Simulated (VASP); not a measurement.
A run of VASP 6.6.1:

The input INCAR:

```
PREC = Accurate
ENCUT = 1330
EDIFF = 1E-6
ISMEAR = 0
SIGMA = 0.1
LREAL = False
LASPH = True
NELM = 120
ALGO = Normal
ISIF = 2
LWAVE = False
LCHARG = False
GGA = PE
NBANDS = 34
GGA_COMPAT = False
```

The input KPOINTS:

```
regular mesh
0
Gamma
  8 8 6
```

The input POSCAR:

```
Ga2FeN2
1.0
    4.6806217482      0.0000000000      0.0000000000
    0.0000000000      4.6806217482      0.0000000000
    0.0000000000      0.0000000000      4.7805194275
Ga Fe N
2 1 2
Direct
    0.0000000000      0.5000000000      0.5000000000
    0.5000000000      0.0000000000      0.5000000000
    0.0000000000      0.0000000000      0.5000000000
    0.0000000000      0.0000000000      0.8796798141
    0.0000000000      0.0000000000      0.1203201859
```

Potentials or basis: VASP PAW PBE potentials, release 64 (Ga_d, Fe_sv, N_h).

The run is started by

```console
$ cat potpaw_PBE.64/Ga_d/POTCAR potpaw_PBE.64/Fe_sv/POTCAR potpaw_PBE.64/N_h/POTCAR > POTCAR
$ mpirun -np 1 vasp_std > vasp.out
```

Hardware: 1 thread of Intel(R) Xeon(R) 6975P-C (Granite Rapids), with other jobs on the host.

Problem. Estimate the wall time of this run.

Solution. Run time: 11 min on 1 thread of Intel(R) Xeon(R) 6975P-C (Granite Rapids), with other jobs on the host, peak memory 1 GiB. Counts: scf iterations 18, k points 60.
